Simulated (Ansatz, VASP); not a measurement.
**Cu: VASP beside Ansatz**

File INCAR:

```
PREC = Accurate
ENCUT = 600
EDIFF = 1E-7
ISMEAR = -1
SIGMA = 0.05
LREAL = F
LASPH = T
NELM = 120
ALGO = Normal
ISIF = 3
LWAVE = F
LCHARG = F
GGA = CA
IBRION = 2
NSW = 80
EDIFFG = -0.02
GGA_COMPAT = F
NELMIN = 4
```

The input KPOINTS:

```
Automatic mesh
0
Gamma
  13 13 13
```

The input POSCAR:

```
Cu
1.0
    0.0000000000      1.8075000000      1.8075000000
    1.8075000000      0.0000000000      1.8075000000
    1.8075000000      1.8075000000      0.0000000000
Cu
1
Direct
    0.0000000000      0.0000000000      0.0000000000
```

input.yaml

```yaml
crystal:
  lattice:
    - [0.0, 1.8075, 1.8075]
    - [1.8075, 0.0, 1.8075]
    - [1.8075, 1.8075, 0.0]
  atoms:
    - { symbol: Cu, position: [0.0, 0.0, 0.0] }
kpoints:
  mp_grid: { grid: [13, 13, 13] }
scf:
  occupations: { method: fermi_dirac, width: 0.05 }
hamiltonian:
  xc: lda
  pseudopotentials: { kind: all_electron, lapw: { basis_error: 0.001 } }
output:
  forces: true
  stress: true
relax:
  f_tol: 0.02
  max_steps: 60
  cell: {}
```

Alike in both runs: task relaxation of cell and atoms; functional LDA; k mesh 13 × 13 × 13; occupations fermi-dirac, width 0.05 eV; no spin polarisation.

|  | VASP | Ansatz |
| --- | --- | --- |
| version | VASP 6.6.1 | Ansatz 0.2.0 |
| potentials or method | VASP PAW LDA potentials, release 64 (Cu), cutoff 600 eV | all-electron LAPW, scalar-relativistic |

|  | VASP | Ansatz | Ansatz less VASP |
| --- | --- | --- | --- |
| relaxed volume (Å³/atom) | 10.94 | 10.88 | -0.055 |
| relaxed cell length with the largest relative difference (Å) | 2.491 | 2.487 | -0.0042 |

LDA's correlation is that of Perdew and Zunger in VASP and of Perdew and Wang (1992) in Ansatz. Ansatz ran all-electron here, and VASP with PAW potentials.
